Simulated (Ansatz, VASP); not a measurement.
As: VASP beside Ansatz

POSCAR

```
As
1.0
    3.5749013640      0.0000000000      0.0000000000
   -1.7874506820      3.0959553972      0.0000000000
    0.0000000000      0.0000000000     26.4156438000
As
2
Direct
    0.3333333333      0.6666666667      0.3206195636
    0.6666666667      0.3333333333      0.3724478490
```

Contents of INCAR.step1:

```
PREC = Accurate
ENCUT = 520
ISMEAR = 0
SIGMA = 0.01
LREAL = F
LASPH = T
NELM = 100
LDIPOL = T
IDIPOL = 3
DIPOL = 0.5 0.5 0.347
NBANDS = 12
GGA = PE
ALGO = Normal
EDIFF = 1E-4
LWAVE = T
LCHARG = F
```

The input INCAR.step2:

```
PREC = Accurate
ENCUT = 520
EDIFF = 1E-6
ISMEAR = 0
SIGMA = 0.01
LREAL = F
LASPH = T
NELM = 100
ALGO = Normal
ISIF = 2
LWAVE = F
LCHARG = F
LDIPOL = T
IDIPOL = 3
DIPOL = 0.5 0.5 0.347
METAGGA = R2SCAN
LMIXTAU = T
NBANDS = 12
ISTART = 1
```

KPOINTS

```
regular mesh
0
Gamma
  12 12 1
```

Input for Ansatz:

```yaml
crystal:
  lattice:
    - [3.574901364, 0.0, 0.0]
    - [-1.787450682, 3.0959553972, 0.0]
    - [0.0, 0.0, 26.4156438]
  atoms:
    - { symbol: As, position: [0.3333333333, 0.6666666667, 0.3206195636] }
    - { symbol: As, position: [0.6666666667, 0.3333333333, 0.372447849] }
  periodic: [true, true, false]
kpoints:
  mp_grid: { grid: [12, 12, 1] }
  band_path:
    path:
      - [0.0, 0.0, 0.0]
      - [0.5, 0.0, 0.0]
      - [0.3333333333, 0.3333333333, 0.0]
      - [0.0, 0.3125, 0.0]
    npoints: 1
hamiltonian:
  xc: r2scan
scf:
  occupations: { method: fixed }
  n_extra_bands: 4
output:
  forces: true
  stress: true
  eigenvalues: true
```

Alike in both runs: task single point; functional r2SCAN; k mesh 12 × 12 × 1; no spin polarisation.

|  | VASP | Ansatz |
| --- | --- | --- |
| version | VASP 6.6.1 | Ansatz 0.2.0 |
| potentials or method | VASP PAW PBE potentials, release 64 (As) | plane waves, PAW |
| plane-wave cutoff (eV) | 520 | 500 |
| occupations | gaussian, width 0.01 eV | fixed |
| valence electrons in the cell | 10 | 30 |

|  | VASP | Ansatz | Ansatz less VASP |
| --- | --- | --- | --- |
| gap on the k mesh at the Fermi level (eV) | 1.99 | 1.99 | -0.007 |
| rms of the force components (eV/Å) | 0.036 | 0.000 | -0.0360 |

VASP's potentials were made for PBE, not for r2SCAN. Atom by atom the forces differ by 0.036 eV/Å (rms over components). VASP's potentials hold 10 valence electrons a cell and Ansatz's 30, so a difference there can come from the potentials and not from the codes.
